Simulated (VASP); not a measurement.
Crystal: H2Os3.

```
CELL_PARAMETERS angstrom
2.86776 0.00000 0.00000
-1.43388 2.48355 0.00000
0.00000 0.00000 6.97063
ATOMIC_POSITIONS crystal
H 0.66667 0.33333 0.20388
H 0.66667 0.33333 0.79612
Os 0.00000 0.00000 0.31728
Os 0.00000 0.00000 0.68272
Os 0.33333 0.66667 0.00000
```

The cell was built from a structure type or drawn by symmetry, and may not be a known phase.

```yaml
Program: VASP 6.6.1
Task: relaxation of cell and atoms
Functional: PBE
Potentials_or_basis: VASP PAW PBE potentials, release 64 (H, Os)
Cutoff: 600 eV
k_mesh: 18 × 18 × 6
Occupations: gaussian, width 0.1 eV
Spin: no spin polarisation
```

At the start: pressure 0.7 GPa; volume 9.93 Å³/atom.

Q: Where does the relaxation end?

A: Over 17 steps the energy falls by 3.7 meV/atom and the volume is 9.87 Å³/atom (-0.6 %); space group P-6m2 (No. 187, to 0.1 Å) before and after.

The path:
```
step  energy change (eV)  largest force (eV/Å)  pressure (GPa)  volume (Å³)
   1              0.0000                0.1350            0.72        49.65
   2             -0.0039                0.0983           -1.83        49.96
   3             -0.0043                0.1053           -1.28        49.89
   4             -0.0067                0.1079            0.74        49.51
   5             -0.0068                0.1004            0.38        49.58
   6             -0.0090                0.1106            0.24        49.55
   7             -0.0096                0.1195            0.13        49.51
   8             -0.0116                0.1220           -0.31        49.54
   9             -0.0140                0.1972           -1.57        49.62
  10             -0.0151                0.1825           -1.18        49.54
  11             -0.0168                0.1431           -0.14        49.35
  12             -0.0170                0.1254            0.34        49.27
  13             -0.0175                0.1034            0.24        49.28
  14             -0.0184                0.0389           -0.06        49.34
  15             -0.0178                0.0858           -0.60        49.44
  16             -0.0185                0.0053           -0.24        49.37
  17             -0.0186                0.0055            0.05        49.33
```

Final structure:
```yaml
crystal:
  lattice:
    - [2.84243, 0.00000, 0.00000]
    - [-1.42121, 2.46162, 0.00000]
    - [0.00000, 0.00000, 7.05020]
  atoms:
    - { symbol: H, position: [0.66667, 0.33333, 0.19018] }
    - { symbol: H, position: [0.66667, 0.33333, 0.80982] }
    - { symbol: Os, position: [0.00000, 0.00000, 0.32213] }
    - { symbol: Os, position: [0.00000, 0.00000, 0.67787] }
    - { symbol: Os, position: [0.33333, 0.66667, 0.00000] }
```
